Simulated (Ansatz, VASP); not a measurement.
# One calculation of NbN, two programs

INCAR

```
PREC = Accurate
ENCUT = 600
EDIFF = 1E-6
ISMEAR = -1
SIGMA = 0.08
LREAL = False
LASPH = True
NELM = 120
ALGO = Normal
ISIF = 2
LWAVE = False
LCHARG = False
GGA = PE
NBANDS = 16
GGA_COMPAT = False
```

KPOINTS

```
Automatic mesh
0
Gamma
  13 13 13
```

POSCAR

```
NbN
1.0
    0.0000000000      2.1648409588      2.1648409588
    2.1648409588      0.0000000000      2.1648409588
    2.1648409588      2.1648409588      0.0000000000
Nb N
1 1
Direct
    0.5000000000      0.5000000000      0.5000000000
    0.0000000000      0.0000000000      0.0000000000
```

Input for Ansatz:

```yaml
crystal:
  lattice:
    - [0.0, 2.1648409588, 2.1648409588]
    - [2.1648409588, 0.0, 2.1648409588]
    - [2.1648409588, 2.1648409588, 0.0]
  atoms:
    - { symbol: Nb, position: [0.5, 0.5, 0.5] }
    - { symbol: "N", position: [0.0, 0.0, 0.0] }
kpoints:
  mp_grid: { grid: [13, 13, 13] }
  band_path:
    path:
      - [0.0, 0.0, 0.0]
      - [0.5, 0.0, 0.5]
      - [0.625, 0.25, 0.625]
      - [0.375, 0.375, 0.75]
      - [0.0, 0.0, 0.0]
      - [0.5, 0.5, 0.5]
      - [0.5, 0.25, 0.75]
      - [0.5, 0.0, 0.5]
    npoints: 5
scf:
  occupations: { method: fermi_dirac, width: 0.08 }
hamiltonian:
  xc: pbe
  pseudopotentials: { kind: all_electron, lapw: { basis_error: 0.00025 } }
output:
  forces: true
  stress: true
  eigenvalues: true
```

Change from the starting cell: volume scaled by 0.96.

Alike in both runs: task single point; functional PBE; k mesh 13 × 13 × 13; occupations fermi-dirac, width 0.08 eV; no spin polarisation.

|  | VASP | Ansatz |
| --- | --- | --- |
| version | VASP 6.6.1 | Ansatz 0.2.0 |
| potentials or method | VASP PAW PBE potentials, release 64 (Nb_sv, N), cutoff 600 eV | all-electron LAPW, scalar-relativistic |

```tsv
	VASP	Ansatz	Ansatz less VASP
pressure (GPa)	21.4	22.1	+0.76
```

Ansatz ran all-electron here, and VASP with PAW potentials.
